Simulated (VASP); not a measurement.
ZnRe: single point with revPBE

ZnRe:

```
CELL_PARAMETERS angstrom
2.75904 0.01149 -0.00274
-1.36957 2.36435 -0.00205
-0.00448 -0.00647 4.51354
ATOMIC_POSITIONS crystal
Zn 0.00775 0.01300 0.05140
Re 0.37585 0.70584 0.52514
```

```
Program             : VASP 6.6.1
Task                : single point
Functional          : revPBE
Potentials or basis : VASP PAW PBE potentials, release 64 (Zn, Re_sv_GW)
Cutoff              : 500 eV
k mesh              : 8 × 8 × 5
Occupations         : fermi-dirac, width 0.02 eV
Spin                : no spin polarisation
```

```
Pressure               : 1.1 GPa
Largest force          : 1.155 eV/Å
Band gap on the k mesh : zero (an odd number of electrons rules out a gap without spin polarisation)
```

Forces on the atoms (eV/Å):
```
Zn   0.116  0.105 -1.144
Re  -0.116 -0.105  1.144
```

Stress tensor (GPa, compression positive):
```
 0.99 -0.91 -0.24
-0.91  2.55 -0.17
-0.24 -0.17 -0.28
```

Levels at points of the mesh, in eV from the Fermi level:
```csv
k point,band 10,band 11,band 12,band 13,band 14,band 15,band 16,band 17,band 18,band 19
"(0.00, 0.00, 0.00)",-6.85,-4.97,-1.50,-1.31,-1.07,1.76,1.82,4.67,13.98,16.90
"(0.50, 0.00, 0.00)",-5.38,-4.05,-3.27,-1.58,0.89,4.20,4.93,6.40,6.73,10.18
"(0.00, 0.50, 0.00)",-5.27,-3.84,-3.09,-1.51,0.76,4.25,5.03,6.06,6.75,9.81
"(0.50, 0.50, 0.00)",-5.30,-3.90,-3.14,-1.52,0.79,4.23,5.00,6.19,6.74,9.93
```

Run time: 31 s on 1 thread of Intel(R) Xeon(R) 6975P-C (Granite Rapids) (shared host), peak memory 0.22 GiB.

Caveat: the PAW data sets were made with another functional, which shifts forces and pressure a little; spin-orbit coupling is left out, which moves the levels of the heavy elements.
